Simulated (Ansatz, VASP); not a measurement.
**One calculation of GaSb3, two programs**

File INCAR:

```
  PREC = Accurate
  ENCUT = 520
  EDIFF = 1E-6
  ISMEAR = 0
  SIGMA = 0.15
  LREAL = False
  LASPH = True
  NELM = 100
  ALGO = Normal
  ISIF = 2
  LWAVE = False
  LCHARG = True
  GGA = PS
  LELF = True
  LVHAR = True
  NBANDS = 22
```

KPOINTS

```
Automatic mesh
0
Gamma
  10 10 10
```

POSCAR

```
GaSb3
1.0
    0.0000000000      3.6448517233      3.8449540829
    3.6448517233      0.0000000000      3.8449540829
    3.6448517233      3.6448517233      0.0000000000
Ga Sb
1 3
Direct
    0.0000000000      0.0000000000      0.0000000000
    0.2500000000      0.2500000000      0.2500000000
    0.7500000000      0.7500000000      0.7500000000
    0.5000000000      0.5000000000      0.5000000000
```

Input for Ansatz:

```yaml
crystal:
  lattice:
    - [0.0, 3.6448517233, 3.8449540829]
    - [3.6448517233, 0.0, 3.8449540829]
    - [3.6448517233, 3.6448517233, 0.0]
  atoms:
    - { symbol: Ga, position: [0.0, 0.0, 0.0] }
    - { symbol: Sb, position: [0.25, 0.25, 0.25] }
    - { symbol: Sb, position: [0.75, 0.75, 0.75] }
    - { symbol: Sb, position: [0.5, 0.5, 0.5] }
basis:
  ecutwfc: 420
kpoints:
  mp_grid: { grid: [10, 10, 10] }
hamiltonian:
  xc: pbesol
  pseudopotentials: { kind: paw, azcp: { folder: soft_1 } }
scf:
  occupations: { method: gaussian, width: 0.15 }
output:
  forces: true
  stress: true
  eigenvalues: true
```

Alike in both runs: task single point; functional PBEsol; k mesh 10 × 10 × 10; occupations gaussian, width 0.15 eV; no spin polarisation.

```csv
,VASP,Ansatz
version,VASP 6.6.1,Ansatz 0.2.0
potentials or method,"VASP PAW PBE potentials, release 64 (Ga_d, Sb), cutoff 520 eV","scalar-relativistic, plane waves, PAW"
valence electrons in the cell,28,58
```

VASP gave:

```
gap on the k mesh at the Fermi level (eV)                     : none
pressure (GPa)                                                : -2.8
traceless stress, the component that is largest in VASP (GPa) : -0.96
```

**Question.** What did Ansatz give for the same quantities?

**Answer.** gap on the k mesh at the Fermi level (eV): none; pressure (GPa): -2.8; traceless stress, the component that is largest in VASP (GPa): -0.95.

VASP's potentials were made for PBE, not for PBEsol, and Ansatz warns of the same on its side. A gap of «none» marks a metal or a gap that the smearing closes. The functional is the same, so the differences come from potentials, cutoffs and numerics. VASP's potentials hold 28 valence electrons a cell and Ansatz's 58, so a difference there can come from the potentials and not from the codes.

Neither program's run includes spin-orbit coupling.
